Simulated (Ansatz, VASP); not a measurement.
GaP: VASP beside Ansatz

INCAR

```
  PREC = Accurate
  ENCUT = 520
  EDIFF = 1E-6
  ISMEAR = 0
  SIGMA = 0.05
  LREAL = False
  LASPH = True
  NELM = 100
  ALGO = Normal
  ISIF = 2
  LWAVE = False
  LCHARG = False
  GGA = PE
  NBANDS = 26
```

The input KPOINTS:

```
regular mesh
0
Gamma
  9 9 9
```

Contents of POSCAR:

```
GaP
1.0
    1.9329775155      1.1160050889      6.1517653756
   -1.9329775155      1.1160050889      6.1517653756
    0.0000000000     -2.2320101778      6.1517653756
Ga P
2 2
Direct
    0.4355841032      0.4355841032      0.4355841032
    0.5644158968      0.5644158968      0.5644158968
    0.0575077006      0.0575077006      0.0575077006
    0.9424922994      0.9424922994      0.9424922994
```

Input for Ansatz:

```yaml
crystal:
  lattice:
    - [1.9329775155, 1.1160050889, 6.1517653756]
    - [-1.9329775155, 1.1160050889, 6.1517653756]
    - [0.0, -2.2320101778, 6.1517653756]
  atoms:
    - { symbol: Ga, position: [0.4355841032, 0.4355841032, 0.4355841032] }
    - { symbol: Ga, position: [0.5644158968, 0.5644158968, 0.5644158968] }
    - { symbol: P, position: [0.0575077006, 0.0575077006, 0.0575077006] }
    - { symbol: P, position: [0.9424922994, 0.9424922994, 0.9424922994] }
basis:
  ecutwfc: 420
kpoints:
  mp_grid: { grid: [9, 9, 9] }
hamiltonian:
  xc: pbe
  pseudopotentials: { kind: paw, azcp: { folder: soft_1 } }
scf:
  occupations: { method: gaussian, width: 0.05 }
output:
  forces: true
  stress: true
  eigenvalues: true
```

Alike in both runs: task single point; functional PBE; k mesh 9 × 9 × 9; occupations gaussian, width 0.05 eV; no spin polarisation.

|  | VASP | Ansatz |
| --- | --- | --- |
| version | VASP 6.6.1 | Ansatz 0.2.0 |
| potentials or method | VASP PAW PBE potentials, release 64 (Ga_d, P), cutoff 520 eV | scalar-relativistic, plane waves, PAW |
| valence electrons in the cell | 36 | 36 |

VASP gave:

* gap on the k mesh at the Fermi level (eV): 0.91
* least direct gap on the mesh (eV): 0.91
* pressure (GPa): 5.0
* traceless stress, the component that is largest in VASP (GPa): 6.59
* rms of the force components (eV/Å): 0.348

Problem. Estimate Ansatz's values.

Solution. gap on the k mesh at the Fermi level (eV): 0.91; least direct gap on the mesh (eV): 0.92; pressure (GPa): 5.0; traceless stress, the component that is largest in VASP (GPa): 6.70; rms of the force components (eV/Å): 0.369.

Atom by atom the forces differ by 0.022 eV/Å (rms over components). The functional is the same, so the differences come from potentials, cutoffs and numerics.
